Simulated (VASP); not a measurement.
Runs of VASP 6.6.1 on ZnCd3O. The structure is that of space group P4mm (No. 99), or close to it. The cells are those of the table. 

| task | cell | k mesh | cutoff (eV) | k mesh for the DOS | occupations for the DOS | gap on the mesh (eV) | pressure (GPa) | largest force (eV/Å) |
| --- | --- | --- | --- | --- | --- | --- | --- | --- |
| single point | a = 4.078, b = 4.078, c = 6.309 Å, 5 atoms | 10 × 10 × 8 | 520 | - | - | none | 0.5 | 0.07 |
| single point | a = 4.161, b = 4.161, c = 5.478 Å, 5 atoms | 4 × 4 × 4 | 520 | - | - | none | (a) | 1.86 |
| single point | a = 4.294, b = 4.294, c = 5.493 Å, 5 atoms | 4 × 4 × 4 | 520 | - | - | none | 0.6 | 0.07 |
| relaxation of cell and atoms | relaxed from a = 4.161, b = 4.161, c = 5.478 Å, 5 atoms | 4 × 4 × 4 | 600 | - | - | none | 0.0 | 0.04 |

Alike in all rows: level PBE; potentials or basis VASP PAW PBE potentials, release 64 (Zn, Cd, O); no spin polarisation; smearing gaussian 0.1 eV.

Question: Estimate the missing entries.

Answer: (a) 2.7.

Caveats: some runs use coarse meshes; forces of over 1 eV/Å act on the atoms, so gaps and moduli don't describe the material at rest (some runs).

A k mesh can miss the band edges, and the runs leave out spin-orbit coupling on Cd.

A gap of «none» marks levels without a gap at the run's occupations.
